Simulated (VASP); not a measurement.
# C: single point with r2SCAN

C:

```
C
1.0
     2.45617    0.00000    0.00000
    -1.22808    2.12710    0.00000
     0.00000    0.00000    7.16322
C
4
Cartesian
  0.0000 0.0000 1.7908
  0.0000 0.0000 5.3724
  0.0000 1.4181 1.7908
  1.2281 0.7090 5.3724
```

```yaml
Program: VASP 6.6.1
Task: single point
Functional: r2SCAN
Potentials_or_basis: VASP PAW PBE potentials, release 64 (C)
Cutoff: 520 eV
k_mesh: 10 × 10 × 4
Occupations: gaussian, width 0.05 eV
Spin: no spin polarisation
Dipole_correction: no
Further_INCAR_settings: ALGO = Normal; EDIFF = 1e-07; NBANDS = 16
```

```yaml
Pressure: 0.4 GPa
Band_gap_on_the_k_mesh: 1.59 eV, direct
```

Stress tensor (GPa, compression positive):
```
 0.81  0.00  0.00
 0.00  0.81  0.00
 0.00  0.00 -0.30
```

Levels at points of the mesh, in eV from the valence-band top:
| k point | band 4 | band 5 | band 6 | band 7 | band 8 | band 9 | band 10 | band 11 | band 12 | band 13 |
| --- | --- | --- | --- | --- | --- | --- | --- | --- | --- | --- |
| (0.00, 0.00, 0.00) | -6.65 | -2.49 | -2.49 | -2.49 | -2.49 | 4.62 | 9.44 | 9.44 | 9.47 | 9.47 |
| (0.50, 0.00, 0.00) | -13.33 | -6.12 | -6.09 | -2.09 | -1.59 | 2.33 | 2.89 | 8.37 | 8.62 | 12.14 |
| (0.00, 0.00, 0.50) | -7.42 | -2.49 | -2.49 | -2.49 | -2.49 | 6.89 | 6.89 | 9.45 | 9.45 | 9.45 |
| (0.50, 0.00, 0.50) | -13.36 | -6.10 | -6.10 | -1.81 | -1.81 | 2.49 | 2.49 | 8.49 | 8.49 | 13.43 |

It took 59 s on 1 thread of Intel(R) Xeon(R) Platinum 8559C (Emerald Rapids), with other jobs on the host, peak memory 0.15 GiB.

Caveat: the PAW data sets were made with another functional, which shifts forces and pressure a little. A k mesh can miss the band edges.
